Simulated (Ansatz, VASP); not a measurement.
Two plane-wave programs on Ca8CO

File INCAR:

```
ALGO = Normal
DIPOL = 0.5 0.5 0.305
EDIFF = 1E-7
ENCUT = 520
GGA = PE
IDIPOL = 3
ISIF = 2
ISMEAR = 0
LASPH = True
LCHARG = False
LDIPOL = True
LREAL = False
LWAVE = False
NBANDS = 56
NELM = 80
PREC = Accurate
SIGMA = 0.1
```

KPOINTS

```
k-points
0
Gamma
  6 6 1
```

POSCAR

```
Ca8CO
1.0
    7.8132359319      0.0000000000      0.0000000000
   -3.9066179659      6.7664608028      0.0000000000
    0.0000000000      0.0000000000     21.1477493937
Ca C O
8 1 1
Direct
    0.3333333333      0.1666666667      0.1891454228
    0.3333333333      0.6666666667      0.1891454228
    0.8333333333      0.1666666667      0.1891454228
    0.8333333333      0.6666666667      0.1891454228
    0.1666666667      0.3333333333      0.3308980669
    0.1666666667      0.8333333333      0.3308980669
    0.6666666667      0.3333333333      0.3308980669
    0.6666666667      0.8333333333      0.3308980669
    0.3333333333      0.1666666667      0.4599898180
    0.3333333333      0.1666666667      0.5143691270
```

Input for Ansatz:

```yaml
crystal:
  lattice:
    - [7.8132359319, 0.0, 0.0]
    - [-3.9066179659, 6.7664608028, 0.0]
    - [0.0, 0.0, 21.1477493937]
  atoms:
    - { symbol: Ca, position: [0.3333333333, 0.1666666667, 0.1891454228] }
    - { symbol: Ca, position: [0.3333333333, 0.6666666667, 0.1891454228] }
    - { symbol: Ca, position: [0.8333333333, 0.1666666667, 0.1891454228] }
    - { symbol: Ca, position: [0.8333333333, 0.6666666667, 0.1891454228] }
    - { symbol: Ca, position: [0.1666666667, 0.3333333333, 0.3308980669] }
    - { symbol: Ca, position: [0.1666666667, 0.8333333333, 0.3308980669] }
    - { symbol: Ca, position: [0.6666666667, 0.3333333333, 0.3308980669] }
    - { symbol: Ca, position: [0.6666666667, 0.8333333333, 0.3308980669] }
    - { symbol: C, position: [0.3333333333, 0.1666666667, 0.459989818] }
    - { symbol: O, position: [0.3333333333, 0.1666666667, 0.514369127] }
basis:
  ecutwfc: 420
kpoints:
  mp_grid: { grid: [6, 6, 1] }
hamiltonian:
  xc: pbe
scf:
  occupations: { method: gaussian, width: 0.1 }
output:
  forces: true
  eigenvalues: true
efield:
  axis: 3
  dipole_correction: true
  ramp_width: 0.04
```

Alike in both runs: task single point; functional PBE; k mesh 6 × 6 × 1; occupations gaussian, width 0.1 eV; no spin polarisation.

```csv
,VASP,Ansatz
version,VASP 6.6.1,Ansatz 0.2.0
potentials or method,"VASP PAW PBE potentials, release 64 (Ca_sv, C, O), cutoff 520 eV","scalar-relativistic, plane waves, PAW"
valence electrons in the cell,90,90
```

Ansatz gave:

```
gap on the k mesh at the Fermi level (eV) : none
rms of the force components (eV/Å)        : 0.085
```

Task: Which values does VASP return?

Result: gap on the k mesh at the Fermi level (eV): none; rms of the force components (eV/Å): 0.279.

Atom by atom the forces differ by 0.223 eV/Å (rms over components). A gap of «none» marks a metal or a gap that the smearing closes. One of these differences is far larger than is usual between the two programs; its cause wasn't traced.

Noted on VASP's run: the standard files for N, O and F lose accuracy on very short bonds.
